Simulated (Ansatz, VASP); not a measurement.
BN: VASP beside Ansatz

```
B N
1.0
     2.53823    0.00000    0.00000
    -1.26912    2.19817    0.00000
     0.00000    0.00000    7.66596
B N
2 2
Cartesian
  0.0000 1.4654 1.9165
  1.2691 0.7327 5.7495
  0.0000 1.4654 5.7495
  1.2691 0.7327 1.9165
```

Alike in both runs: task single point; functional PBEsol; k mesh 12 × 12 × 4; occupations gaussian, width 0.05 eV; no spin polarisation.

|  | VASP | Ansatz |
| --- | --- | --- |
| version | VASP 6.6.1 | Ansatz 0.2.0 |
| potentials or method | VASP PAW PBE potentials, release 64 (B, N), cutoff 520 eV | scalar-relativistic, plane waves, PAW |
| valence electrons in the cell | 16 | 16 |

```tsv
	VASP	Ansatz	Ansatz less VASP
gap on the k mesh at the Fermi level (eV)	4.33	4.34	+0.006
least direct gap on the mesh (eV)	4.51	4.52	+0.003
pressure (GPa)	-7.9	-8.2	-0.36
traceless stress, the component that is largest in VASP (GPa)	7.40	7.90	+0.496
```

VASP's potentials were made for PBE, not for PBEsol, and Ansatz warns of the same on its side.
